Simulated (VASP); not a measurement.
# Bi (Fd-3m) in VASP: notebook

The runs below take Bi through single point, with PBEsol.

Program: VASP 6.6.1. These are calculated values, not measurements. Logs are shortened: lines on timing, memory, paths and dates and some standing lists are left out, and cuts for length are marked.

**1. The cell of the first run**

The structure is cubic, space group Fd-3m (No. 227). The conventional cell has a = 5.977 Å, b = 5.977 Å, c = 5.977 Å, α = 90.00°, β = 90.00°, γ = 90.00°. Bi (site symmetry -43m) has 4 Bi at 2.59 Å within 3.4 Å.

**2. Single point, PBEsol (volume scaled by 0.58)**

Input file INCAR:

```
SYSTEM = Bi
PREC     = Accurate       ! precision mode
ENCUT    = 520            ! plane-wave cutoff, eV
EDIFF    = 1E-6           ! SCF threshold, eV
ISMEAR   = -1             ! smearing method
SIGMA    = 0.08           ! smearing width, eV
LREAL    = .FALSE.        ! projectors in reciprocal space
LASPH    = .TRUE.         ! aspherical terms in the spheres
NELM     = 60             ! most SCF steps
ALGO     = Normal         ! electronic algorithm
ISIF     = 2              ! what is computed and relaxed
LWAVE    = .FALSE.        ! write WAVECAR
LCHARG   = .FALSE.        ! write CHGCAR
GGA      = PS             ! functional
NBANDS   = 22             ! bands
```

Input file KPOINTS:

```
regular mesh
0
G
  11 11 11
  0 0 0
```

Input file POSCAR:

```
Bi
1.0
    0.0000000000      2.9882904395      2.9882904395
    2.9882904395      0.0000000000      2.9882904395
    2.9882904395      2.9882904395      0.0000000000
Bi
2
Direct
   -0.1250000000     -0.1250000000     -0.1250000000
    0.1250000000      0.1250000000      0.1250000000
```

Potentials or basis: VASP PAW PBE potentials, release 64 (Bi_d).

Started as:

```console
$ cat potpaw_PBE.64/Bi_d/POTCAR > POTCAR
$ mpirun -np 1 vasp_std > vasp.out
```

OUTCAR:

```text
SYSTEM = Bi
   PREC = Accurate
   ENCUT = 520
   EDIFF = 1E-6
   ISMEAR = -1
   LREAL = .FALSE.
   LASPH = .TRUE.
   NELM = 60
   ISIF = 2
   GGA = PS

 ion  position               nearest neighbor table
   1  0.875  0.875  0.875-   2 2.59   2 2.59   2 2.59   2 2.59
   2  0.125  0.125  0.125-   1 2.59   1 2.59   1 2.59   1 2.59

  LATTYP: Found a face centered cubic cell.
 ALAT       =     5.9765808790

  Lattice vectors:

 A1 = (   0.0000000000,   2.9882904395,   2.9882904395)
 A2 = (   2.9882904395,   0.0000000000,   2.9882904395)
 A3 = (   2.9882904395,   2.9882904395,   0.0000000000)

Analysis of symmetry for initial positions (statically):
=====================================================================
 Subroutine PRICEL returns:
 Original cell was already a primitive cell.

 Routine SETGRP: Setting up the symmetry group for a
 face centered cubic supercell.

 Subroutine GETGRP returns: Found 48 space group operations
 (whereof 12 operations were pure point group operations)
 out of a pool of 48 trial point group operations.

The static configuration has the point symmetry D_3d.
 The point group associated with its full space group is O_h .

Analysis of symmetry for dynamics (positions and initial velocities):
=====================================================================
 Subroutine PRICEL returns:
 Original cell was already a primitive cell.

 Routine SETGRP: Setting up the symmetry group for a
 face centered cubic supercell.

 Subroutine GETGRP returns: Found 48 space group operations
 (whereof 12 operations were pure point group operations)
 out of a pool of 48 trial point group operations.

The dynamic configuration has the point symmetry D_3d.
 The point group associated with its full space group is O_h .

 Subroutine INISYM returns: Found 48 space group operations
 (whereof 12 operations are pure point group operations),
 and found     1 'primitive' translations

----------------------------------------------------------------------------------------

                                     Primitive cell

  volume of cell :      53.3701

  direct lattice vectors                    reciprocal lattice vectors
     0.000000000  2.988290440  2.988290440    -0.167319747  0.167319747  0.167319747
     2.988290440  0.000000000  2.988290440     0.167319747 -0.167319747  0.167319747
[... 74 lines left out ...]
   NGXF,Y,Z  is equivalent  to a cutoff of  25.18, 25.18, 25.18 a.u.
 SYSTEM =  Bi
   PREC   = accura    normal or accurate (medium, high low for compatibility)
   ISTART =      0    job   : 0-new  1-cont  2-samecut
   ICHARG =      2    charge: 1-file 2-atom 10-const
   ISPIN  =      1    spin polarized calculation?
   LNONCOLLINEAR =      F non collinear calculations
   LSORBIT =      F    spin-orbit coupling
   LASPH  =      T    aspherical Exc in radial PAW
   ENCUT  =  520.0 eV  38.22 Ry    6.18 a.u.   7.86  7.86  7.86*2*pi/ulx,y,z
   NELM   =     60;   NELMIN=  2; NELMDL= -5     # of ELM steps
   EDIFF  = 0.1E-05   stopping-criterion for ELM
   LREAL  =      F    real-space projection
   EDIFFG = 0.1E-04   stopping-criterion for IOM
   NSW    =      0    number of steps for IOM
   IBRION =     -1    ionic relax: 0-MD 1-quasi-New 2-CG
   NFREE  =      0    steps in history (QN), initial steepest desc. (CG)
   ISIF   =      2    stress and relaxation
   ISYM   =      2    0-nonsym 1-usesym 2-fastsym
   POTIM  = 0.5000    time-step for ionic-motion
   TEBEG  =    0.0;   TEEND  =   0.0 temperature during run
   PSTRESS=    0.0 pullay stress
   NELECT =      30.0000    total number of electrons
   NUPDOWN=      -1.0000    fix difference up-down
   EMIN   =  10.00;   EMAX   =-10.00  energy-range for DOS
   EFERMI =   0.00;   METHOD = LEGACY
   ISMEAR =    -1;   SIGMA  =   0.08  broadening in eV -4-tet -1-fermi 0-gaus
   EFERMI_NEDOS =   21; number of points for ismear=-14 and -15
   IALGO  =     38    algorithm
   IMIX   =      4    mixing-type and parameters
     AMIX     =   0.40;   BMIX     =  1.00
     AMIX_MAG =   1.60;   BMIX_MAG =  1.00
  volume/ion in A,a.u.               =      26.69       180.08
  Fermi-wavevector in a.u.,A,eV,Ry     =   1.351084  2.553179 24.836466  1.825429
  Thomas-Fermi vector in A             =   2.478535
   LORBIT       =      0    0 simple, 1 ext, 2 COOP (PROOUT), +10 PAW based schemes
   GGA     = PS    functional components
   LHFCALC =     F    Hartree Fock is set to
   AEXX    =    0.0000 exact exchange contribution
   IVDW    =     0    specifies the selected vdW correction
   LEPSILON=     F    determine dielectric tensor
   LRPA    =     F    only Hartree local field effects (RPA)
 non-spin polarized calculation
  energy-cutoff  :      520.00
  volume of cell :       53.37
 maximum number of plane-waves:      1459
   NGX = 15   NGY = 15   NGZ = 15

 number of electron      30.0000011 magnetization

 Free energy of the ion-electron system (eV)
  ---------------------------------------------------
  ext. energy  EPLUGINS =         0.00000000
  ---------------------------------------------------
  free energy    TOTEN  =        -3.79094604 eV

  energy without entropy =       -3.77520529  energy(sigma->0) =       -3.78307567

 E-fermi :  10.2742     XC(G=0): -10.8560

 val. band max:       10.2526133117   @ k =   0.3636   0.2727   0.0000
 cond. band min:      10.3040001433   @ k =   0.2727   0.2727   0.0000
 fundamental gap:      0.0513868315
 Fermi energy:        10.2741859589

 k-point     1 :       0.0000    0.0000    0.0000
  band No.  band energies     occupation
      1     -14.2194      2.00000
      2     -14.2194      2.00000
      3     -14.2194      2.00000
      4     -14.0385      2.00000
      5     -14.0385      2.00000
      6     -13.1766      2.00000
[... 589 lines left out ...]
     21      17.4249      0.00000
     22      19.3571      0.00000

 [... further k-points ...]
[... 5 lines left out ...]
  --------------------------------------------------------------------------------------
  -------------------------------------------------------------------------------------
  Total       19.3651751     19.3651751     19.3651751     -0.0000000     -0.0000000     -0.0000000
  in kB      581.3445424    581.3445424    581.3445424     -0.0000000     -0.0000000     -0.0000000
  external PRESSURE =     581.3445424 kB  Pullay stress =       0.0000000 kB

 VOLUME and BASIS-vectors are now :
 -----------------------------------------------------------------------------
  energy-cutoff  :      520.00
  volume of cell :       53.37
      direct lattice vectors                 reciprocal lattice vectors
     0.000000000  2.988290440  2.988290440    -0.167319747  0.167319747  0.167319747
     2.988290440  0.000000000  2.988290440     0.167319747 -0.167319747  0.167319747
     2.988290440  2.988290440  0.000000000     0.167319747  0.167319747 -0.167319747

 POSITION                                       TOTAL-FORCE (eV/Angst)
 -----------------------------------------------------------------------------------
      5.22951      5.22951      5.22951         0.000000     -0.000000     -0.000000
      0.74707      0.74707      0.74707        -0.000000      0.000000      0.000000
 -----------------------------------------------------------------------------------
    total drift:                                0.000000      0.000000     -0.000000

  FREE ENERGIE OF THE ION-ELECTRON SYSTEM (eV)
  ---------------------------------------------------
  free  energy   TOTEN  =        -3.7909460450 eV

  energy  without entropy=       -3.7752052920  energy(sigma->0) =       -3.78307567
```

OSZICAR:

```text
N       E                     dE             d eps       ncg     rms          rms(c)
DAV:   1     0.316669618153E+03    0.31667E+03   -0.16420E+04  2478   0.182E+03
DAV:   2     0.234758980362E+02   -0.29319E+03   -0.28622E+03  2518   0.460E+02
DAV:   3    -0.295446961256E+01   -0.26430E+02   -0.25920E+02  2956   0.149E+02
DAV:   4    -0.387963324318E+01   -0.92516E+00   -0.92303E+00  2966   0.295E+01
DAV:   5    -0.392769588509E+01   -0.48063E-01   -0.48060E-01  3706   0.608E+00    0.231E+00
DAV:   6    -0.383548023045E+01    0.92216E-01   -0.36842E-02  3716   0.147E+00    0.128E+00
DAV:   7    -0.379111108617E+01    0.44369E-01   -0.43727E-02  3194   0.154E+00    0.125E-01
DAV:   8    -0.379093614890E+01    0.17494E-03   -0.24582E-03  2988   0.342E-01    0.138E-02
DAV:   9    -0.379094689767E+01   -0.10749E-04   -0.97412E-05  3490   0.725E-02    0.763E-03
DAV:  10    -0.379094604496E+01    0.85271E-06   -0.76055E-06  3402   0.370E-02
   1 F= -.37909460E+01 E0= -.37830757E+01  d E =-.157408E-01
```

It took 49 s on 1 thread of Intel Xeon Platinum 8259CL at 2.50GHz (Skylake/Cascade Lake), shared host; peak memory 0.19 GiB.

What came out:

| Quantity | Value |
| --- | --- |
| Free energy | -3.7909 eV |
| Pressure | 58.1 GPa |
| Band gap on the k mesh | zero (band 15 reaches 11.17 eV, above the bottom of band 16 at 9.20 eV) |

Caveat: the PAW data sets were made with another functional, which shifts forces and pressure a little; spin-orbit coupling is left out, which moves the levels of the heavy elements.

**3. Single point, PBEsol (volume scaled by 0.58)**

Input file INCAR:

```
PREC = Accurate ; ENCUT = 520
EDIFF = 1E-6 ; ISMEAR = -1
SIGMA = 0.08 ; LREAL = False
LASPH = True ; NELM = 100
ALGO = Normal ; ISIF = 2
LWAVE = False ; LCHARG = True
GGA = PS ; LELF = True
LVHAR = True ; NBANDS = 22
```

Input file KPOINTS:

```
regular mesh
0
Gamma
  11 11 11
```

POSCAR is that of step 2.

Potentials or basis: VASP PAW PBE potentials, release 64 (Bi_d).

Started as:

```console
$ cat potpaw_PBE.64/Bi_d/POTCAR > POTCAR
$ mpirun -np 1 vasp_std > vasp.out
```

Run time: 48 s. Hardware: 1 thread of Intel Xeon Platinum 8259CL at 2.50GHz (Skylake/Cascade Lake), shared host; peak memory 0.19 GiB.

Results (log left out):

```
Free energy            : -3.7909 eV
Pressure               : 58.1 GPa
Band gap on the k mesh : zero (band 15 reaches 11.17 eV, above the bottom of band 16 at 9.20 eV)
```

Levels at points of the mesh, in eV from the Fermi level:
| k point | band 12 | band 13 | band 14 | band 15 | band 16 | band 17 | band 18 | band 19 |
| --- | --- | --- | --- | --- | --- | --- | --- | --- |
| (0.00, 0.00, 0.00) | -4.95 | -1.86 | -1.86 | -1.86 | 0.63 | 0.63 | 0.63 | 2.69 |

Caveat: the PAW data sets were made with another functional, which shifts forces and pressure a little; spin-orbit coupling is left out, which moves the levels of the heavy elements.

**4. Single point, PBEsol (volume scaled by 0.68)**

Input file INCAR:

```
PREC = Accurate
ENCUT = 520
EDIFF = 1E-7
ISMEAR = -1
SIGMA = 0.08
LREAL = F
LASPH = T
NELM = 100
ALGO = Normal
ISIF = 2
LWAVE = F
LCHARG = F
GGA = PS
NBANDS = 22
```

Input file KPOINTS:

```
Automatic mesh
0
Gamma
  11 11 11
```

Input file POSCAR:

```
Bi
1.0
    0.0000000000      3.1510099781      3.1510099781
    3.1510099781      0.0000000000      3.1510099781
    3.1510099781      3.1510099781      0.0000000000
Bi
2
Direct
   -0.1250000000     -0.1250000000     -0.1250000000
    0.1250000000      0.1250000000      0.1250000000
```

Started as:

```console
$ cat potpaw_PBE.64/Bi_d/POTCAR > POTCAR
$ mpirun -np 1 vasp_std > vasp.out
```

It took 1.8 min on 1 thread of Intel Xeon Platinum 8259CL at 2.50GHz (Skylake/Cascade Lake), shared host; peak memory 0.23 GiB.

Results (log left out):

```
Free energy            : -6.1986 eV
Pressure               : 28.9 GPa
Band gap on the k mesh : zero (band 15 reaches 8.70 eV, above the bottom of band 16 at 7.18 eV)
```

Levels at points of the mesh, in eV from the Fermi level:
| k point | band 12 | band 13 | band 14 | band 15 | band 16 | band 17 | band 18 | band 19 |
| --- | --- | --- | --- | --- | --- | --- | --- | --- |
| (0.00, 0.00, 0.00) | -5.85 | -1.67 | -1.67 | -1.67 | 0.82 | 0.82 | 0.82 | 3.01 |

Caveat: the PAW data sets were made with another functional, which shifts forces and pressure a little; spin-orbit coupling is left out, which moves the levels of the heavy elements.

**5. Single point, PBEsol (volume scaled by 0.78)**

Input file INCAR:

```
SYSTEM = Bi
ALGO = Normal ; EDIFF = 1E-6
ENCUT = 520 ; GGA = PS
ISIF = 2 ; ISMEAR = -1
LASPH = .True. ; LCHARG = .True.
LELF = .True. ; LREAL = .False.
LVHAR = .True. ; LWAVE = .False.
NBANDS = 22 ; NELM = 100
PREC = Accurate ; SIGMA = 0.08
```

Input file KPOINTS:

```
k-points
0
Gamma
  11 11 11
  0 0 0
```

Input file POSCAR:

```
Bi
1.0
    0.0000000000      3.2984634426      3.2984634426
    3.2984634426      0.0000000000      3.2984634426
    3.2984634426      3.2984634426      0.0000000000
Bi
2
Direct
   -0.1250000000     -0.1250000000     -0.1250000000
    0.1250000000      0.1250000000      0.1250000000
```

Started as:

```console
$ cat potpaw_PBE.64/Bi_d/POTCAR > POTCAR
$ mpirun -np 1 vasp_std > vasp.out
```

It took 86 s on 1 thread of Intel Xeon Platinum 8259CL at 2.50GHz (Skylake/Cascade Lake), shared host; peak memory 0.23 GiB.

The run converged. Its results:

* Free energy: -7.3805 eV
* Pressure: 13.7 GPa
* Band gap on the k mesh: zero (band 15 reaches 6.84 eV, above the bottom of band 16 at 5.67 eV)

Levels at points of the mesh, in eV from the Fermi level:
```
           k point  band 13  band 14  band 15  band 16  band 17  band 18
(0.00, 0.00, 0.00)    -1.54    -1.54    -1.54     0.88     0.88     0.88
```

Caveat: the PAW data sets were made with another functional, which shifts forces and pressure a little; spin-orbit coupling is left out, which moves the levels of the heavy elements.

**6. Single point, PBEsol (volume scaled by 0.88)**

Input file INCAR:

```
ALGO = Normal
EDIFF = 1E-6
ENCUT = 520
GGA = PS
ISIF = 2
ISMEAR = -1
LASPH = T
LCHARG = F
LREAL = F
LWAVE = F
NBANDS = 22
NELM = 100
PREC = Accurate
SIGMA = 0.08
```

Input file KPOINTS:

```
k-points
0
Gamma
  11 11 11
```

Input file POSCAR:

```
Bi
1.0
    0.0000000000      3.4337950079      3.4337950079
    3.4337950079      0.0000000000      3.4337950079
    3.4337950079      3.4337950079      0.0000000000
Bi
2
Direct
   -0.1250000000     -0.1250000000     -0.1250000000
    0.1250000000      0.1250000000      0.1250000000
```

Potentials or basis: VASP PAW PBE potentials, release 64 (Bi_d).

Started as:

```console
$ cat potpaw_PBE.64/Bi_d/POTCAR > POTCAR
$ mpirun -np 1 vasp_std > vasp.out
```

Run time: 96 s. Hardware: 1 thread of Intel Xeon Platinum 8259CL at 2.50GHz (Skylake/Cascade Lake), shared host; peak memory 0.23 GiB.

Results (log left out):

```yaml
Free_energy: -7.9083 eV
Pressure: 5.4 GPa
Band_gap_on_the_k_mesh: zero (band 15 reaches 5.40 eV, above the bottom of band 16 at 4.50 eV)
```

Levels at points of the mesh, in eV from the Fermi level:
| k point | band 12 | band 13 | band 14 | band 15 | band 16 | band 17 | band 18 | band 19 |
| --- | --- | --- | --- | --- | --- | --- | --- | --- |
| (0.00, 0.00, 0.00) | -7.14 | -1.41 | -1.41 | -1.41 | 0.92 | 0.92 | 0.92 | 3.21 |

Caveat: the PAW data sets were made with another functional, which shifts forces and pressure a little; spin-orbit coupling is left out, which moves the levels of the heavy elements.

**7. The runs side by side**

```tsv
cell	gap on the mesh (eV)	pressure (GPa)
a = 4.226 Å, angles 60.0°, 2 atoms	none	58.1
a = 4.456 Å, angles 60.0°, 2 atoms	none	28.9
a = 4.665 Å, angles 60.0°, 2 atoms	none	13.7
a = 4.856 Å, angles 60.0°, 2 atoms	none	5.4
```

Alike in all rows: task single point; level PBEsol; potentials or basis VASP PAW PBE potentials, release 64 (Bi_d); no spin polarisation; k mesh 11 × 11 × 11; cutoff (eV) 520; smearing fermi-dirac 0.08 eV.

Caveats: the PAW data sets were made with another functional, which shifts forces and pressure a little; spin-orbit coupling is left out, which moves the levels of the heavy elements.

Total energies depend on the potentials used, so only differences within one code and one set of settings carry meaning.
